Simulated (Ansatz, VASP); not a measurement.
## Al3Pd in VASP and in Ansatz

```
CELL_PARAMETERS angstrom
3.94691 0.00000 0.00000
0.00000 3.94691 0.00000
0.00000 0.00000 3.94691
ATOMIC_POSITIONS crystal
Al 0.00000 0.50000 0.50000
Al 0.50000 0.00000 0.50000
Al 0.50000 0.50000 0.00000
Pd 0.00000 0.00000 0.00000
```

Alike in both runs: task single point; functional PBE; k mesh 5 × 5 × 5; occupations gaussian, width 0.05 eV; no spin polarisation.

```csv
,VASP,Ansatz
version,VASP 6.6.1,Ansatz 0.2.0
potentials or method,"VASP PAW PBE potentials, release 64 (Al, Pd), cutoff 500 eV","scalar-relativistic, plane waves, PAW"
valence electrons in the cell,19,27
```

```tsv
	VASP	Ansatz	Ansatz less VASP
gap on the k mesh at the Fermi level (eV)	none	none	-
pressure (GPa)	1.3	1.3	+0.02
```

A gap of «none» marks a metal or a gap that the smearing closes. VASP's potentials hold 19 valence electrons a cell and Ansatz's 27, so a difference there can come from the potentials and not from the codes.
